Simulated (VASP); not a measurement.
Set up this calculation in VASP 6.6.1, as the native input.

| Property | Result |
| --- | --- |
| Task | relaxation of cell and atoms |
| Functional | PBE |
| Potentials or basis | VASP PAW PBE potentials, release 64 (Mg, Cu) |
| Cutoff | 600 eV |
| k mesh | 8 × 8 × 8 |
| Occupations | gaussian, width 0.1 eV |
| Spin | no spin polarisation |
| Dipole correction | no |
| Further INCAR settings | ALGO = Fast; EDIFF = 1e-06; IBRION = 2; EDIFFG = -0.01; NSW = 100; ISIF = 3 |

The structure of Mg4Cu lies in POSCAR:

```
Mg4Cu
1.0
    4.9089762927      0.0000000000      0.0000000000
    0.0000000000      4.9089762927      0.0000000000
    0.0000000000      0.0000000000      4.9089762927
Mg Cu
4 1
Direct
    0.0000000000      0.0000000000      0.0000000000
    0.5000000000      0.5000000000      0.0000000000
    0.5000000000      0.0000000000      0.5000000000
    0.0000000000      0.5000000000      0.5000000000
    0.5000000000      0.5000000000      0.5000000000
```

These files were run (other wordings do the same):

INCAR

```
SYSTEM = Mg4Cu
  PREC = Accurate
  ENCUT = 600
  EDIFF = 1E-6
  ISMEAR = 0
  SIGMA = 0.1
  LREAL = .FALSE.
  LASPH = .TRUE.
  NELM = 60
  ALGO = Fast
  ISIF = 3
  LWAVE = .FALSE.
  LCHARG = .FALSE.
  GGA = PE
  IBRION = 2
  NSW = 100
  EDIFFG = -0.01
```

KPOINTS

```
Automatic mesh
0
G
  8 8 8
  0 0 0
```

Potentials or basis: VASP PAW PBE potentials, release 64 (Mg, Cu).

Command:

```sh
$ cat potpaw_PBE.64/Mg/POTCAR potpaw_PBE.64/Cu/POTCAR > POTCAR
$ mpirun -np 1 vasp_std > vasp.out
```

Results of the run:

The relaxed volume is 23.85 Å³/atom and the relaxed cell is a = 4.922 Å, b = 4.922 Å, c = 4.922 Å, α = 90.00°, β = 90.00°, γ = 90.00°. The space group after relaxing (to 0.05 Å) is Pm-3m (No. 221). The energy gained by relaxing is 0.2 meV/atom. The ionic steps are 4 and the pressure after relaxing is 0.0 GPa.

Wall time 2.9 min on 1 thread of Intel(R) Xeon(R) Platinum 8259CL CPU @ 2.50GHz (Skylake/Cascade Lake), with other jobs on the host, peak memory 0.29 GiB.
